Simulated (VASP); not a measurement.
# Pd (P6_3/mmc) in VASP: further runs

Runs on Pd. Level: PBE. Tasks: single point.

Program: VASP 6.6.1. These are calculated values, not measurements. Logs are shortened: lines on timing, memory, paths and dates and some standing lists are left out, and cuts for length are marked.

**1. The cell of the first run**

The structure is hexagonal, space group P6_3/mmc (No. 194). The conventional cell has a = 2.756 Å, b = 2.756 Å, c = 4.609 Å, α = 90.00°, β = 90.00°, γ = 120.00°. Within 3.6 Å of Pd (site symmetry -6m2) lie 12 Pd at 2.76 to 2.80 Å.

**2. Single point, PBE**

Contents of INCAR:

```
SYSTEM = Pd
  PREC = Accurate
  ENCUT = 500
  EDIFF = 1E-6
  ISMEAR = -1
  SIGMA = 0.05
  LREAL = .FALSE.
  LASPH = .TRUE.
  NELM = 120
  ALGO = Normal
  ISIF = 2
  LWAVE = .FALSE.
  LCHARG = .TRUE.
  GGA = PE
  LELF = .TRUE.
  LVHAR = .TRUE.
  NBANDS = 17
  GGA_COMPAT = .FALSE.
```

Contents of KPOINTS:

```
Automatic mesh
0
G
  9 9 5
  0 0 0
```

Contents of POSCAR:

```
Pd
1.0
    2.7564260880      0.0000000000      0.0000000000
   -1.3782130440      2.3871350159      0.0000000000
    0.0000000000      0.0000000000      4.6090181511
Pd
2
Direct
    0.3333333333      0.6666666667      0.2500000000
    0.6666666667      0.3333333333      0.7500000000
```

Potentials or basis: VASP PAW PBE potentials, release 64 (Pd).

Started as:

```
cat potpaw_PBE.64/Pd/POTCAR > POTCAR
mpirun -np 1 vasp_std > vasp.out
```

OUTCAR:

```text
SYSTEM = Pd
   PREC = Accurate
   ENCUT = 500
   EDIFF = 1E-6
   ISMEAR = -1
   LREAL = .FALSE.
   LASPH = .TRUE.
   NELM = 120
   ISIF = 2
   GGA = PE

 ion  position               nearest neighbor table
   1  0.333  0.667  0.250-   2 2.80   2 2.80   2 2.80   2 2.80   2 2.80   2 2.80
   2  0.667  0.333  0.750-   1 2.80   1 2.80   1 2.80   1 2.80   1 2.80   1 2.80

  LATTYP: Found a hexagonal cell.
 ALAT       =     2.7564260880
 C/A-ratio  =     1.6720993068

  Lattice vectors:

 A1 = (   2.7564260880,   0.0000000000,   0.0000000000)
 A2 = (  -1.3782130440,   2.3871350159,   0.0000000000)
 A3 = (   0.0000000000,   0.0000000000,   4.6090181511)

Analysis of symmetry for initial positions (statically):
=====================================================================
 Subroutine PRICEL returns:
 Original cell was already a primitive cell.

 Routine SETGRP: Setting up the symmetry group for a
 hexagonal supercell.

 Subroutine GETGRP returns: Found 24 space group operations
 (whereof 12 operations were pure point group operations)
 out of a pool of 24 trial point group operations.

The static configuration has the point symmetry D_3d.
 The point group associated with its full space group is D_6h.

Analysis of symmetry for dynamics (positions and initial velocities):
=====================================================================
 Subroutine PRICEL returns:
 Original cell was already a primitive cell.

 Routine SETGRP: Setting up the symmetry group for a
 hexagonal supercell.

 Subroutine GETGRP returns: Found 24 space group operations
 (whereof 12 operations were pure point group operations)
 out of a pool of 24 trial point group operations.

The dynamic configuration has the point symmetry D_3d.
 The point group associated with its full space group is D_6h.

 Subroutine INISYM returns: Found 24 space group operations
 (whereof 12 operations are pure point group operations),
 and found     1 'primitive' translations

----------------------------------------------------------------------------------------

                                     Primitive cell

  volume of cell :      30.3272

  direct lattice vectors                    reciprocal lattice vectors
     2.756426088  0.000000000  0.000000000     0.362788614  0.209456104  0.000000000
    -1.378213044  2.387135016  0.000000000     0.000000000  0.418912208  0.000000000
     0.000000000  0.000000000  4.609018151     0.000000000  0.000000000  0.216965950

  length of vectors
     2.756426088  2.756426088  4.609018151     0.418912208  0.418912208  0.216965950

  position of ions in fractional coordinates (direct lattice)
     0.333333333  0.666666667  0.250000000
     0.666666667  0.333333333  0.750000000

  ion indices of the primitive-cell ions
   primitive index   ion index
                 1           1
                 2           2

----------------------------------------------------------------------------------------

 KPOINTS: Automatic mesh

Automatic generation of k-mesh.
 Grid dimensions read from file:
 generate k-points for:    9    9    5

 Generating k-lattice:

  Cartesian coordinates                     Fractional coordinates (reciprocal lattice)
     0.040309846  0.023272900  0.000000000     0.111111111  0.000000000  0.000000000
     0.000000000  0.046545801  0.000000000     0.000000000  0.111111111  0.000000000
     0.000000000  0.000000000  0.043393190     0.000000000  0.000000000  0.200000000

  Length of vectors
     0.046545801  0.046545801  0.043393190

  Shift w.r.t. Gamma in fractional coordinates (k-lattice)
     0.000000000  0.000000000  0.000000000

 Subroutine IBZKPT returns following result:
 ===========================================

 Found     36 irreducible k-points:

 Following reciprocal coordinates:
            Coordinates               Weight
  0.000000  0.000000  0.000000      1.000000
  0.111111  0.000000  0.000000      6.000000
  0.222222  0.000000  0.000000      6.000000
  0.333333 -0.000000  0.000000      6.000000
  0.444444  0.000000  0.000000      6.000000
  0.111111  0.111111  0.000000      6.000000
[... 16 lines left out ...]
  0.333333  0.222222  0.200000     24.000000
  0.333333  0.333333  0.200000      4.000000
 [... further k-points ...]
   k-points           NKPTS =     36   k-points in BZ     NKDIM =     36   number of bands    NBANDS=     17
   number of dos      NEDOS =    301   number of ions     NIONS =      2
   total plane-waves  NPLWV =  14400
   dimension x,y,z NGX =    20 NGY =   20 NGZ =   36
   dimension x,y,z NGXF=    40 NGYF=   40 NGZF=   72
   ions per type =               2
   NGX,Y,Z   is equivalent  to a cutoff of  12.06, 12.06, 12.99 a.u.
   NGXF,Y,Z  is equivalent  to a cutoff of  24.12, 24.12, 25.97 a.u.
 SYSTEM =  Pd
   PREC   = accura    normal or accurate (medium, high low for compatibility)
   ISTART =      0    job   : 0-new  1-cont  2-samecut
   ICHARG =      2    charge: 1-file 2-atom 10-const
   ISPIN  =      1    spin polarized calculation?
   LNONCOLLINEAR =      F non collinear calculations
   LSORBIT =      F    spin-orbit coupling
   LASPH  =      T    aspherical Exc in radial PAW
   ENCUT  =  500.0 eV  36.75 Ry    6.06 a.u.   5.03  5.03  8.40*2*pi/ulx,y,z
   NELM   =    120;   NELMIN=  2; NELMDL= -5     # of ELM steps
   EDIFF  = 0.1E-05   stopping-criterion for ELM
   LREAL  =      F    real-space projection
   EDIFFG = 0.1E-04   stopping-criterion for IOM
   NSW    =      0    number of steps for IOM
   IBRION =     -1    ionic relax: 0-MD 1-quasi-New 2-CG
   NFREE  =      0    steps in history (QN), initial steepest desc. (CG)
   ISIF   =      2    stress and relaxation
   ISYM   =      2    0-nonsym 1-usesym 2-fastsym
   POTIM  = 0.5000    time-step for ionic-motion
   TEBEG  =    0.0;   TEEND  =   0.0 temperature during run
   PSTRESS=    0.0 pullay stress
   NELECT =      20.0000    total number of electrons
   NUPDOWN=      -1.0000    fix difference up-down
   EMIN   =  10.00;   EMAX   =-10.00  energy-range for DOS
   EFERMI =   0.00;   METHOD = LEGACY
   ISMEAR =    -1;   SIGMA  =   0.05  broadening in eV -4-tet -1-fermi 0-gaus
   EFERMI_NEDOS =   21; number of points for ismear=-14 and -15
   IALGO  =     38    algorithm
   IMIX   =      4    mixing-type and parameters
     AMIX     =   0.40;   BMIX     =  1.00
     AMIX_MAG =   1.60;   BMIX_MAG =  1.00
  volume/ion in A,a.u.               =      15.16       102.33
  Fermi-wavevector in a.u.,A,eV,Ry     =   1.424976  2.692814 27.627403  2.030557
  Thomas-Fermi vector in A             =   2.545410
   LORBIT       =      0    0 simple, 1 ext, 2 COOP (PROOUT), +10 PAW based schemes
   GGA     = PE    functional components
   LHFCALC =     F    Hartree Fock is set to
   AEXX    =    0.0000 exact exchange contribution
   IVDW    =     0    specifies the selected vdW correction
   LEPSILON=     F    determine dielectric tensor
   LRPA    =     F    only Hartree local field effects (RPA)
 non-spin polarized calculation
  energy-cutoff  :      500.00
  volume of cell :       30.33
 maximum number of plane-waves:       781
 NGX is ok and might be reduce to    20
   NGX =  9   NGY =  9   NGZ = 17

 number of electron      20.0000006 magnetization

 Free energy of the ion-electron system (eV)
  ---------------------------------------------------
  ext. energy  EPLUGINS =         0.00000000
  ---------------------------------------------------
  free energy    TOTEN  =       -10.38284787 eV

  energy without entropy =      -10.33184765  energy(sigma->0) =      -10.35734776

 E-fermi :   9.3233     XC(G=0): -13.0121

 val. band max:        9.3182000741   @ k =   0.2222   0.2222   0.2000
 cond. band min:       9.3346851146   @ k =   0.4444   0.0000   0.0000
 fundamental gap:      0.0164850404
 Fermi energy:         9.3233076549

 k-point     1 :       0.0000    0.0000    0.0000
  band No.  band energies     occupation
      1       2.3955      2.00000
      2       4.2226      2.00000
      3       6.4750      2.00000
      4       6.6943      2.00000
      5       6.6943      2.00000
      6       7.0274      2.00000
[... 9 lines left out ...]
     16      28.8634      0.00000
     17      31.4736      0.00000

 k-point     2 :       0.1111    0.0000    0.0000
  band No.  band energies     occupation
      1       2.7856      2.00000
      2       4.4926      2.00000
      3       6.2803      2.00000
      4       6.8163      2.00000
      5       6.9544      2.00000
      6       6.9589      2.00000
[... 9 lines left out ...]
     16      28.4082      0.00000
     17      29.3970      0.00000

 k-point     3 :       0.2222    0.0000    0.0000
  band No.  band energies     occupation
      1       3.7783      2.00000
      2       4.9152      2.00000
      3       6.1099      2.00000
      4       6.2577      2.00000
      5       6.6314      2.00000
      6       7.2469      2.00000
[... 9 lines left out ...]
     16      27.7222      0.00000
     17      28.4268      0.00000

 k-point     4 :       0.3333   -0.0000    0.0000
  band No.  band energies     occupation
      1       4.5213      2.00000
      2       4.7694      2.00000
      3       5.3469      2.00000
      4       6.6761      2.00000
      5       6.8804      2.00000
      6       6.9284      2.00000
[... 9 lines left out ...]
     16      25.2681      0.00000
     17      26.3634      0.00000
[... 343 lines left out ...]
      1       5.1017      2.00000
      2       5.2410      2.00000
      3       5.5629      2.00000
      4       5.8113      2.00000
      5       6.8183      2.00000
      6       6.8242      2.00000
[... 9 lines left out ...]
     16      24.3638      0.00000
     17      24.5201      0.00000

 k-point    23 :       0.3333    0.2222    0.2000
  band No.  band energies     occupation
      1       4.8927      2.00000
      2       5.3250      2.00000
      3       5.6623      2.00000
      4       5.9142      2.00000
      5       6.4607      2.00000
      6       7.1084      2.00000
[... 9 lines left out ...]
     16      23.2112      0.00000
     17      23.9202      0.00000

 k-point    24 :       0.3333    0.3333    0.2000
  band No.  band energies     occupation
      1       5.1443      2.00000
      2       5.5778      2.00000
      3       5.5778      2.00000
      4       6.0628      2.00000
      5       6.5793      2.00000
      6       6.5793      2.00000
[... 9 lines left out ...]
     16      20.5005      0.00000
     17      25.6385      0.00000

 [... further k-points ...]

------------------------ aborting loop because EDIFF is reached ----------------------------------------

  FORCE on cell =-STRESS in cart. coord.  units (eV):
  Direction    XX          YY          ZZ          XY          YZ          ZX
  --------------------------------------------------------------------------------------
  -------------------------------------------------------------------------------------
  Total        0.4651675      0.4651675      0.4517668      0.0000000     -0.0000000      0.0000000
  in kB       24.5747004     24.5747004     23.8667425      0.0000000     -0.0000000      0.0000000
  external PRESSURE =      24.3387144 kB  Pullay stress =       0.0000000 kB

 VOLUME and BASIS-vectors are now :
 -----------------------------------------------------------------------------
  energy-cutoff  :      500.00
  volume of cell :       30.33
      direct lattice vectors                 reciprocal lattice vectors
     2.756426088  0.000000000  0.000000000     0.362788614  0.209456104  0.000000000
    -1.378213044  2.387135016  0.000000000     0.000000000  0.418912208  0.000000000
     0.000000000  0.000000000  4.609018151     0.000000000  0.000000000  0.216965950

 POSITION                                       TOTAL-FORCE (eV/Angst)
 -----------------------------------------------------------------------------------
     -0.00000      1.59142      1.15225        -0.000000      0.000000      0.000000
      1.37821      0.79571      3.45676         0.000000     -0.000000      0.000000
 -----------------------------------------------------------------------------------
    total drift:                               -0.000000      0.000000     -0.000000

  FREE ENERGIE OF THE ION-ELECTRON SYSTEM (eV)
  ---------------------------------------------------
  free  energy   TOTEN  =       -10.3828478689 eV

  energy  without entropy=      -10.3318476518  energy(sigma->0) =      -10.35734776
```

Run time: 8.3 s. Hardware: 1 thread of Intel Xeon Platinum 8559C (Emerald Rapids), shared host; peak memory 0.14 GiB.

What came out:

| Item | Value |
| --- | --- |
| Free energy | -10.3828 eV |
| Pressure | 2.4 GPa |
| Band gap on the k mesh | zero (band 10 reaches 9.46 eV, above the bottom of band 11 at 8.82 eV) |

(Part 1 of 2 ends here.)
